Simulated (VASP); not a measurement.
**HfN: single point with r2SCAN**

HfN:

```
CELL_PARAMETERS angstrom
0.00000 2.42164 2.42164
2.42164 0.00000 2.42164
2.42164 2.42164 0.00000
ATOMIC_POSITIONS crystal
Hf 0.00000 0.00000 0.00000
N 0.25000 0.25000 0.25000
```

* Program: VASP 6.6.1
* Task: single point
* Functional: r2SCAN
* Potentials or basis: VASP PAW PBE potentials, release 64 (Hf_pv, N)
* Cutoff: 520 eV
* k mesh: 9 × 9 × 9
* Occupations: fermi-dirac, width 0.05 eV
* Spin: no spin polarisation

```json
{
  "Pressure": "5.0 GPa"
}
```

Levels at points of the mesh, in eV from the Fermi level:
```tsv
k point	band 4	band 5	band 6	band 7	band 8	band 9	band 10	band 11
(0.00, 0.00, 0.00)	-17.45	-6.01	-6.01	-6.01	-0.58	2.57	2.57	7.19
```

Wall time 46 s on 1 thread of Intel(R) Xeon(R) Platinum 8124M CPU @ 3.00GHz (Skylake/Cascade Lake), with other jobs on the host, peak memory 0.17 GiB.

Caveat: the PAW data sets were made with another functional, which shifts forces and pressure a little; spin-orbit coupling is left out, which moves the levels of the heavy elements.
